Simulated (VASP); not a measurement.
Input of a VASP 6.6.1 run:

The input INCAR:

```
SYSTEM = SnO2
ALGO = Normal ; EDIFF = 1E-6
ENCUT = 520 ; ISIF = 2
ISMEAR = 0 ; LASPH = .True.
LCHARG = .True. ; LELF = .True.
LREAL = .False. ; LVHAR = .True.
LWAVE = .False. ; NBANDS = 35
NELM = 80 ; PREC = Accurate
SIGMA = 0.05
```

The input KPOINTS:

```
k-points
0
Gamma
  6 6 8
  0 0 0
```

Contents of POSCAR:

```
SnO2
1.0
    4.7207174017      0.0000000000      0.0000000000
    0.0000000000      4.7207174017      0.0000000000
    0.0000000000      0.0000000000      3.1887553105
Sn O
2 4
Direct
    0.0000000000      0.0000000000     -0.0658564172
    0.5000000000      0.5000000000      0.5658564172
    0.2881919057      0.3240211935      0.0383163468
    0.2118080943      0.8240211935      0.4616836532
    0.7118080943      0.6759788065      0.0383163468
    0.7881919057      0.1759788065      0.4616836532
```

Potentials or basis: VASP PAW LDA potentials, release 64 (Sn_d, O).

Launch:

```sh
$ cat potpaw_LDA.64/Sn_d/POTCAR potpaw_LDA.64/O/POTCAR > POTCAR
$ mpirun -np 1 vasp_std > vasp.out
```

Question: Estimate the pressure.

Answer: 1.1 GPa.

Question: Estimate the largest force.

Answer: 2.072 eV/Å.

Stress tensor (GPa, compression positive):
```
1.21 0.00 0.00
0.00 1.79 0.00
0.00 0.00 0.33
```

Caveat: the cell differs from its parent crystal (mode 4 frozen in at -0.120 Å and mode 5 at -0.210 Å (largest displacements)); forces of over 1 eV/Å act on the atoms, so gaps and moduli don't describe the material at rest.
